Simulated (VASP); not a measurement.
# MgF2 (P4_2/mnm) in VASP: a series of runs

MgF2 is run at these levels: PBE-based screened hybrid with 40 % exact exchange, PBE; tasks: single point, relaxation of shape and atoms at fixed volume.

Program: VASP 6.6.1. These are calculated values, not measurements. Logs are shortened: lines on timing, memory, paths and dates and some standing lists are left out, and cuts for length are marked.

## (1) The cell of the first run

It takes space group P4_2/mnm (No. 136, tetragonal). Conventional cell: a = 4.601 Å, b = 4.601 Å, c = 3.042 Å, α = 90.00°, β = 90.00°, γ = 90.00°. Mg (site symmetry mmm) has 6 F at 1.97 to 1.99 Å within 2.6 Å. F (site symmetry m2m) has 3 Mg at 1.97 to 1.99 Å and 1 F at 2.57 Å within 2.6 Å.

## (2) Single point, PBE-based screened hybrid with 40 % exact exchange

The input, POSCAR:

```
MgF2
1.0
    4.6012175371      0.0000000000      0.0000000000
    0.0000000000      4.6012175371      0.0000000000
    0.0000000000      0.0000000000      3.0422834516
Mg F
2 4
Direct
    0.0000000000      0.0000000000      0.0000000000
    0.5000000000      0.5000000000      0.5000000000
    0.3024831210      0.3024831210      0.0000000000
    0.1975168790      0.8024831210      0.5000000000
    0.6975168790      0.6975168790      0.0000000000
    0.8024831210      0.1975168790      0.5000000000
```

The input, INCAR.step1:

```
PREC = Accurate
ENCUT = 520
EDIFF = 1E-5
ISMEAR = 0
SIGMA = 0.05
LREAL = False
LASPH = True
NELM = 120
ALGO = Normal
ISIF = 2
LWAVE = True
NBANDS = 25
GGA = PE
GGA_COMPAT = False
```

The input, INCAR.step2:

```
PREC = Accurate
ENCUT = 520
EDIFF = 1E-6
ISMEAR = 0
SIGMA = 0.05
LREAL = False
LASPH = True
NELM = 120
ALGO = Normal
ISIF = 2
LWAVE = False
LCHARG = True
GGA = PE
LHFCALC = True
AEXX = 0.4
HFSCREEN = 0.20787
PRECFOCK = Normal
LELF = True
LVHAR = True
NBANDS = 25
ISTART = 1
GGA_COMPAT = False
```

The input, KPOINTS:

```
regular mesh
0
Gamma
  4 4 4
```

Potentials or basis: VASP PAW PBE potentials, release 64 (Mg, F).

Started as:

```sh
> cat potpaw_PBE.64/Mg/POTCAR potpaw_PBE.64/F/POTCAR > POTCAR
> cp INCAR.step1 INCAR
> mpirun -np 1 vasp_std > vasp.out
> cp INCAR.step2 INCAR
> mpirun -np 1 vasp_std > vasp.out
```

OUTCAR:

```text
PREC = Accurate
   ENCUT = 520
   EDIFF = 1E-6
   ISMEAR = 0
   LREAL = False
   LASPH = True
   NELM = 120
   ISIF = 2
   GGA = PE
   LHFCALC = True
   AEXX = 0.4
   HFSCREEN = 0.20787
   PRECFOCK = Normal
   ISTART = 1

 ion  position               nearest neighbor table
   1  0.000  0.000  0.000-   3 1.97   5 1.97   4 1.99   6 1.99   4 1.99   6 1.99   2 3.59   2 3.59
                             2 3.59   2 3.59   2 3.59   2 3.59   2 3.59   2 3.59
   2  0.500  0.500  0.500-   4 1.97   6 1.97   5 1.99   3 1.99   3 1.99   5 1.99   1 3.59   1 3.59
                             1 3.59   1 3.59   1 3.59   1 3.59   1 3.59   1 3.59
   3  0.302  0.302  0.000-   1 1.97   2 1.99   2 1.99
   4  0.198  0.802  0.500-   2 1.97   1 1.99   1 1.99
   5  0.698  0.698  0.000-   1 1.97   2 1.99   2 1.99
   6  0.802  0.198  0.500-   2 1.97   1 1.99   1 1.99

  LATTYP: Found a simple tetragonal cell.
 ALAT       =     4.6012175371
 C/A-ratio  =     0.6611909624

  Lattice vectors:

 A1 = (   4.6012175371,   0.0000000000,   0.0000000000)
 A2 = (   0.0000000000,   4.6012175371,   0.0000000000)
 A3 = (   0.0000000000,   0.0000000000,   3.0422834516)

Analysis of symmetry for initial positions (statically):
=====================================================================
 Subroutine PRICEL returns:
 Original cell was already a primitive cell.

 Routine SETGRP: Setting up the symmetry group for a
 simple tetragonal supercell.

 Subroutine GETGRP returns: Found 16 space group operations
 (whereof  8 operations were pure point group operations)
 out of a pool of 16 trial point group operations.

The static configuration has the point symmetry D_2h.
 The point group associated with its full space group is D_4h.

Analysis of symmetry for dynamics (positions and initial velocities):
=====================================================================
 Subroutine PRICEL returns:
 Original cell was already a primitive cell.

 Routine SETGRP: Setting up the symmetry group for a
 simple tetragonal supercell.

 Subroutine GETGRP returns: Found 16 space group operations
 (whereof  8 operations were pure point group operations)
 out of a pool of 16 trial point group operations.

The dynamic configuration has the point symmetry D_2h.
 The point group associated with its full space group is D_4h.

 Subroutine INISYM returns: Found 16 space group operations
 (whereof  8 operations are pure point group operations),
 and found     1 'primitive' translations

----------------------------------------------------------------------------------------

                                     Primitive cell

  volume of cell :      64.4088

  direct lattice vectors                    reciprocal lattice vectors
     4.601217537  0.000000000  0.000000000     0.217333780  0.000000000  0.000000000
     0.000000000  4.601217537  0.000000000     0.000000000  0.217333780  0.000000000
     0.000000000  0.000000000  3.042283452     0.000000000  0.000000000  0.328700470

  length of vectors
     4.601217537  4.601217537  3.042283452     0.217333780  0.217333780  0.328700470

  position of ions in fractional coordinates (direct lattice)
     0.000000000  0.000000000  0.000000000
     0.500000000  0.500000000  0.500000000
     0.302483121  0.302483121  0.000000000
     0.197516879  0.802483121  0.500000000
     0.697516879  0.697516879  0.000000000
     0.802483121  0.197516879  0.500000000

  ion indices of the primitive-cell ions
   primitive index   ion index
                 1           1
                 2           2
                 3           3
                 4           4
                 5           5
                 6           6

----------------------------------------------------------------------------------------

 KPOINTS: regular mesh

Automatic generation of k-mesh.
 Grid dimensions read from file:
 generate k-points for:    4    4    4

 Generating k-lattice:

  Cartesian coordinates                     Fractional coordinates (reciprocal lattice)
     0.054333445  0.000000000  0.000000000     0.250000000  0.000000000  0.000000000
     0.000000000  0.054333445  0.000000000     0.000000000  0.250000000  0.000000000
     0.000000000  0.000000000  0.082175117     0.000000000  0.000000000  0.250000000

  Length of vectors
     0.054333445  0.054333445  0.082175117

  Shift w.r.t. Gamma in fractional coordinates (k-lattice)
     0.000000000  0.000000000  0.000000000

 Subroutine IBZKPT returns following result:
 ===========================================

 Found     18 irreducible k-points:

 Following reciprocal coordinates:
            Coordinates               Weight
  0.000000  0.000000  0.000000      1.000000
  0.250000  0.000000  0.000000      4.000000
  0.500000  0.000000  0.000000      2.000000
  0.250000  0.250000  0.000000      4.000000
  0.500000  0.250000  0.000000      4.000000
  0.500000  0.500000  0.000000      1.000000
[... 10 lines left out ...]
[... 31 lines left out ...]
   NELECT =      32.0000    total number of electrons
   NUPDOWN=      -1.0000    fix difference up-down
   EMIN   =  10.00;   EMAX   =-10.00  energy-range for DOS
   EFERMI =   0.00;   METHOD = LEGACY
   ISMEAR =     0;   SIGMA  =   0.05  broadening in eV -4-tet -1-fermi 0-gaus
   EFERMI_NEDOS =   21; number of points for ismear=-14 and -15
   IALGO  =     38    algorithm
   IMIX   =      1    mixing-type and parameters
     AMIX     =   0.40;   BMIX     =  1.00
     AMIX_MAG =   1.60;   BMIX_MAG =  1.00
  volume/ion in A,a.u.               =      10.73        72.44
  Fermi-wavevector in a.u.,A,eV,Ry     =   1.296611  2.450240 22.874121  1.681200
  Thomas-Fermi vector in A             =   2.428056
   LORBIT       =      0    0 simple, 1 ext, 2 COOP (PROOUT), +10 PAW based schemes
   GGA     = PE    functional components
   LHFCALC =     T    Hartree Fock is set to
   PRECFOCK=normal    Normal, Fast or Accurate (Low or Medium for compatibility)
   ENCUT4O =  -1.0   cutoff for four orbital integrals eV
   NKREDX  =     1    reduce k-point grid by
   NKREDY  =     1    reduce k-point grid by
   NKREDZ  =     1    reduce k-point grid by
   AEXX    =    0.4000 exact exchange contribution
   HFSCREEN=    0.2079 screening length (either q_TF or 0.3 A-1)
   HFSCREENC=   0.2079 screening length for correlation (either q_TF or 0.3 A-1)
   ENCUTFOCK=  -1.0 apply spherical cutoff to Coloumb kernel
   IVDW    =     0    specifies the selected vdW correction
   LEPSILON=     F    determine dielectric tensor
   LRPA    =     F    only Hartree local field effects (RPA)
 non-spin polarized calculation
 Gauss-broadening in eV      SIGMA  =   0.05
  energy-cutoff  :      520.00
  volume of cell :       64.41
 maximum number of plane-waves:      1752
 NGX is ok and might be reduce to    36
  NGX = 28; NGY = 28; NGZ = 18

 number of electron      32.0000026 magnetization

 Free energy of the ion-electron system (eV)
  ---------------------------------------------------
  ext. energy  EPLUGINS =         0.00000000
  ---------------------------------------------------
  free energy    TOTEN  =       -42.48686372 eV

  energy without entropy =      -42.48686372  energy(sigma->0) =      -42.48686372

 E-fermi :  -3.7347     XC(G=0):  -6.9863

 val. band max:       -3.9956191986   @ k =   0.0000   0.0000   0.0000
 cond. band min:       6.8886231885   @ k =   0.0000   0.0000   0.0000
 fundamental gap:     10.8842423872
 Fermi energy:        -3.7346964118

 k-point     1 :       0.0000    0.0000    0.0000
  band No.  band energies     occupation
      1     -27.2735      2.00000
      2     -26.4091      2.00000
      3     -26.4091      2.00000
      4     -26.3022      2.00000
      5      -8.2659      2.00000
      6      -6.6899      2.00000
[... 17 lines left out ...]
     24      19.0818      0.00000
     25      19.0818      0.00000

 k-point     2 :       0.2500    0.0000    0.0000
  band No.  band energies     occupation
      1     -27.1674      2.00000
      2     -26.5857      2.00000
      3     -26.3796      2.00000
      4     -26.2747      2.00000
      5      -8.0249      2.00000
      6      -6.7744      2.00000
[... 17 lines left out ...]
     24      18.4746      0.00000
     25      19.0099      0.00000
[... 418 lines left out ...]
     24      15.8928      0.00000
     25      17.5686      0.00000

 k-point    18 :       0.5000    0.5000    0.5000
  band No.  band energies     occupation
      1     -26.5710      2.00000
      2     -26.5710      2.00000
      3     -26.3718      2.00000
      4     -26.3718      2.00000
      5      -7.9360      2.00000
      6      -7.9360      2.00000
[... 17 lines left out ...]
     24      15.5079      0.00000
     25      18.1764      0.00000

------------------------ aborting loop because EDIFF is reached ----------------------------------------

  FORCE on cell =-STRESS in cart. coord.  units (eV):
  Direction    XX          YY          ZZ          XY          YZ          ZX
  --------------------------------------------------------------------------------------
  -------------------------------------------------------------------------------------
  Total        0.0296452      0.0296452     -0.2615817      0.0000000      0.0000000      0.0000000
  in kB        0.7374272      0.7374272     -6.5068799      0.0000000      0.0000000      0.0000000
  external PRESSURE =      -1.6773418 kB  Pullay stress =       0.0000000 kB

 VOLUME and BASIS-vectors are now :
 -----------------------------------------------------------------------------
  energy-cutoff  :      520.00
  volume of cell :       64.41
      direct lattice vectors                 reciprocal lattice vectors
     4.601217537  0.000000000  0.000000000     0.217333780  0.000000000  0.000000000
     0.000000000  4.601217537  0.000000000     0.000000000  0.217333780  0.000000000
     0.000000000  0.000000000  3.042283452     0.000000000  0.000000000  0.328700470

 POSITION                                       TOTAL-FORCE (eV/Angst)
 -----------------------------------------------------------------------------------
      0.00000      0.00000      0.00000         0.000000      0.000000      0.000000
      2.30061      2.30061      1.52114         0.000000      0.000000      0.000000
      1.39179      1.39179      0.00000         0.047379      0.047379     -0.000000
      0.90882      3.69240      1.52114        -0.047379      0.047379      0.000000
      3.20943      3.20943      0.00000        -0.047379     -0.047379      0.000000
      3.69240      0.90882      1.52114         0.047379     -0.047379      0.000000
 -----------------------------------------------------------------------------------
    total drift:                                0.000147      0.000147      0.000000

  FREE ENERGIE OF THE ION-ELECTRON SYSTEM (eV)
  ---------------------------------------------------
  free  energy   TOTEN  =       -42.4868637206 eV

  energy  without entropy=      -42.4868637206  energy(sigma->0) =      -42.48686372
```

Wall time 57 min (1 thread of Intel Xeon Platinum 8259CL at 2.50GHz (Skylake/Cascade Lake), shared host); peak memory 0.31 GiB.

What came out:

* Free energy: -42.4869 eV
* Pressure: -0.2 GPa
* Largest force: 0.067 eV/Å
* Band gap on the k mesh: 10.88 eV

Forces on the atoms (eV/Å):
```
Mg   0.000  0.000  0.000
Mg   0.000  0.000  0.000
F    0.047  0.047  0.000
F   -0.047  0.047  0.000
F   -0.047 -0.047  0.000
F    0.047 -0.047  0.000
```

Stress tensor (GPa, compression positive):
```
 0.07  0.00  0.00
 0.00  0.07  0.00
 0.00  0.00 -0.65
```

Caveat: the k points lie up to 0.52 Å⁻¹ apart; the PAW data sets were made with another functional, which shifts forces and pressure a little.

## (3) Single point, PBE

The input, INCAR:

```
SYSTEM = MgF2
PREC     = Accurate       ! precision mode
ENCUT    = 600            ! plane-wave cutoff, eV
EDIFF    = 1E-6           ! SCF threshold, eV
ISMEAR   = 0              ! smearing method
SIGMA    = 0.05           ! smearing width, eV
LREAL    = .FALSE.        ! projectors in reciprocal space
LASPH    = .TRUE.         ! aspherical terms in the spheres
NELM     = 120            ! most SCF steps
ALGO     = Normal         ! electronic algorithm
ISIF     = 2              ! what is computed and relaxed
LWAVE    = .FALSE.        ! write WAVECAR
LCHARG   = .FALSE.        ! write CHGCAR
GGA      = PE             ! functional
NBANDS   = 25             ! bands
GGA_COMPAT= .FALSE.
```

The input, KPOINTS:

```
Automatic mesh
0
G
  4 4 4
  0 0 0
```

POSCAR is that of step 2.

Potentials or basis: VASP PAW PBE potentials, release 64 (Mg, F).

Started as:

```sh
> cat potpaw_PBE.64/Mg/POTCAR potpaw_PBE.64/F/POTCAR > POTCAR
> mpirun -np 1 vasp_std > vasp.out
```

Run time: 12 s. Hardware: 1 thread of Intel Xeon 6975P-C (Granite Rapids), shared host; peak memory 0.19 GiB.

It converged, with:

```
Free energy            : -31.4948 eV
Pressure               : 5.0 GPa
Largest force          : 0.005 eV/Å
Band gap on the k mesh : 7.19 eV
```

Forces in eV/Å, atoms in the order of the input:
```
Mg   0.000  0.000  0.000
Mg   0.000  0.000  0.000
F    0.003  0.003  0.000
F   -0.003  0.003  0.000
F   -0.003 -0.003  0.000
F    0.003 -0.003  0.000
```

Levels at points of the mesh, in eV from the valence-band top:
```tsv
k point	band 12	band 13	band 14	band 15	band 16	band 17	band 18	band 19	band 20	band 21
(0.00, 0.00, 0.00)	-1.24	-0.73	-0.32	-0.32	0.00	7.19	12.33	12.33	13.80	14.57
(0.50, 0.00, 0.00)	-1.40	-0.99	-0.99	-0.38	-0.38	9.61	9.61	13.60	13.60	15.67
(0.50, 0.50, 0.00)	-1.30	-0.97	-0.97	-0.79	-0.79	11.35	11.35	11.40	11.40	17.52
(0.00, 0.00, 0.50)	-1.46	-1.18	-1.18	-0.87	-0.87	11.95	11.95	15.05	15.05	15.54
(0.50, 0.00, 0.50)	-1.39	-0.74	-0.74	-0.67	-0.67	12.85	12.85	13.59	13.59	15.91
(0.50, 0.50, 0.50)	-1.42	-0.62	-0.62	-0.48	-0.48	13.41	13.41	13.43	13.43	14.73
```

Caveat: the k points lie up to 0.52 Å⁻¹ apart. Expect the measured gap to be larger: semilocal functionals such as PBE lack the derivative discontinuity.

## (4) Single point, PBE

The input, INCAR:

```
SYSTEM = MgF2
PREC = Accurate
ENCUT = 600
EDIFF = 1E-6
ISMEAR = 0
SIGMA = 0.05
LREAL = .False.
LASPH = .True.
NELM = 120
ALGO = Normal
ISIF = 2
LWAVE = .False.
LCHARG = .False.
GGA = PE
NBANDS = 25
GGA_COMPAT = .False.
```

The input, KPOINTS:

```
regular mesh
0
Gamma
  6 6 8
  0 0 0
```

POSCAR is that of step 3.

Started as:

```sh
> cat potpaw_PBE.64/Mg/POTCAR potpaw_PBE.64/F/POTCAR > POTCAR
> mpirun -np 1 vasp_std > vasp.out
```

Run time: 27 s. Hardware: 1 thread of Intel Xeon 6975P-C (Granite Rapids), shared host; peak memory 0.23 GiB.

The run converged. Its results:

```yaml
Free_energy: -31.4952 eV
Pressure: 5.0 GPa
Largest_force: 0.005 eV/Å
Band_gap_on_the_k_mesh: 7.19 eV
```

Forces in eV/Å, atoms in the order of the input:
```
Mg   0.000  0.000  0.000
Mg   0.000  0.000  0.000
F    0.003  0.003  0.000
F   -0.003  0.003  0.000
F   -0.003 -0.003  0.000
F    0.003 -0.003  0.000
```

Levels at points of the mesh, in eV from the valence-band top:
```tsv
k point	band 14	band 15	band 16	band 17	band 18	band 19
(0.00, 0.00, 0.00)	-0.32	-0.32	0.00	7.19	12.33	12.33
(0.50, 0.00, 0.00)	-0.99	-0.38	-0.38	9.61	9.61	13.60
(0.50, 0.50, 0.00)	-0.97	-0.79	-0.79	11.35	11.35	11.40
(0.00, 0.00, 0.50)	-1.18	-0.87	-0.87	11.95	11.95	15.05
(0.50, 0.00, 0.50)	-0.74	-0.67	-0.67	12.85	12.85	13.59
(0.50, 0.50, 0.50)	-0.62	-0.48	-0.48	13.41	13.41	13.43
```

Caveat: the cell stands under pressure.

## (5) Relaxation of shape and atoms at fixed volume, PBE

The input, INCAR:

```
PREC = Accurate ; ENCUT = 600
EDIFF = 1E-7 ; ISMEAR = 0
SIGMA = 0.05 ; LREAL = False
LASPH = True ; NELM = 120
ALGO = Normal ; ISIF = 4
LWAVE = False ; LCHARG = False
GGA = PE ; IBRION = 2
NSW = 60 ; EDIFFG = -0.015
GGA_COMPAT = False ; NELMIN = 4
```

The input, KPOINTS:

```
Automatic mesh
0
Gamma
  6 6 8
```

The input, POSCAR:

```
MgF2
1.0
    4.6212998075      0.0000000000      0.0000000000
    0.0000000000      4.6212998075      0.0000000000
    0.0000000000      0.0000000000      3.0158998744
Mg F
2 4
Direct
    0.0000000000      0.0000000000      0.0000000000
    0.5000000000      0.5000000000      0.5000000000
    0.3028000000      0.3028000000      0.0000000000
    0.1972000000      0.8028000000      0.5000000000
    0.6972000000      0.6972000000      0.0000000000
    0.8028000000      0.1972000000      0.5000000000
```

Started as:

```sh
> cat potpaw_PBE.64/Mg/POTCAR potpaw_PBE.64/F/POTCAR > POTCAR
> mpirun -np 1 vasp_std > vasp.out
```

Wall time 76 s (1 thread of Intel Xeon 6975P-C (Granite Rapids), shared host); peak memory 0.23 GiB.

The run converged. Its results:

| Item | Value |
| --- | --- |
| Free energy | -31.4951 eV |
| Energy gained by relaxing | 0.6 meV/atom |
| Ionic steps | 5 |
| Pressure after relaxing | 5.0 GPa |
| Largest force after relaxing | 0.015 eV/Å |
| Band gap on the k mesh | 7.19 eV |

Forces in eV/Å, atoms in the order of the input:
```
Mg   0.000  0.000  0.000
Mg   0.000  0.000  0.000
F    0.010  0.010  0.000
F   -0.010  0.010  0.000
F   -0.010 -0.010  0.000
F    0.010 -0.010  0.000
```

Stress tensor (GPa, compression positive):
```
4.94 0.00 0.00
0.00 4.94 0.00
0.00 0.00 5.04
```

Step by step:
| step | energy change (eV) | largest force (eV/Å) | pressure (GPa) | volume (Å³) |
| --- | --- | --- | --- | --- |
| 1 | 0.0000 | 0.0530 | 5.16 | 64.41 |
| 2 | -0.0027 | 0.0066 | 5.04 | 64.41 |
| 3 | -0.0034 | 0.0338 | 4.96 | 64.41 |
| 4 | -0.0034 | 0.0323 | 4.97 | 64.41 |
| 5 | -0.0036 | 0.0146 | 4.98 | 64.41 |

Final structure:
```
CELL_PARAMETERS angstrom
4.60210 0.00000 0.00000
0.00000 4.60210 0.00000
0.00000 0.00000 3.04111
ATOMIC_POSITIONS crystal
Mg 0.00000 0.00000 0.00000
Mg 0.50000 0.50000 0.50000
F 0.30234 0.30234 0.00000
F 0.19766 0.80234 0.50000
F 0.69766 0.69766 0.00000
F 0.80234 0.19766 0.50000
```

Levels at points of the mesh, in eV from the valence-band top:
```csv
k point,band 13,band 14,band 15,band 16,band 17,band 18,band 19,band 20
"(0.00, 0.00, 0.00)",-0.73,-0.32,-0.32,0.00,7.19,12.33,12.33,13.81
"(0.50, 0.00, 0.00)",-0.99,-0.99,-0.38,-0.38,9.61,9.61,13.60,13.60
"(0.50, 0.50, 0.00)",-0.98,-0.98,-0.79,-0.79,11.35,11.35,11.40,11.40
"(0.00, 0.00, 0.50)",-1.18,-1.18,-0.87,-0.87,11.95,11.95,15.06,15.06
"(0.50, 0.00, 0.50)",-0.74,-0.74,-0.68,-0.68,12.85,12.85,13.59,13.59
"(0.50, 0.50, 0.50)",-0.62,-0.62,-0.48,-0.48,13.41,13.41,13.43,13.43
```

## (6) Overview

```tsv
task	level	cell	k mesh	cutoff (eV)	grid for exact exchange (PRECFOCK)	share of exact exchange	screening parameter	gap on the mesh (eV)	pressure (GPa)	largest force (eV/Å)
single point	PBE-based screened hybrid with 40 % exact exchange	a = 4.601, b = 4.601, c = 3.042 Å, 6 atoms, atomic positions A	4 × 4 × 4	520	Normal	0.4	0.20787 1/Å	10.88	-0.2	0.07
single point	PBE	a = 4.601, b = 4.601, c = 3.042 Å, 6 atoms, atomic positions A	4 × 4 × 4	600	-	-	-	7.19	5.0	-
single point	PBE	a = 4.601, b = 4.601, c = 3.042 Å, 6 atoms, atomic positions A	6 × 6 × 8	600	-	-	-	7.19	5.0	-
relaxation of shape and atoms at fixed volume	PBE	relaxed from a = 4.621, b = 4.621, c = 3.016 Å, 6 atoms, atomic positions B	6 × 6 × 8	600	-	-	-	7.19	5.0	0.01
```

Alike in all rows: potentials or basis VASP PAW PBE potentials, release 64 (Mg, F); no spin polarisation; smearing gaussian 0.05 eV.

Caveats: some runs use coarse meshes; the PAW data sets were made with another functional, which shifts forces and pressure a little (at least some runs); the cell stands under pressure (at least some runs).

Total energies depend on the potentials used, so only differences within one code and one set of settings carry meaning.
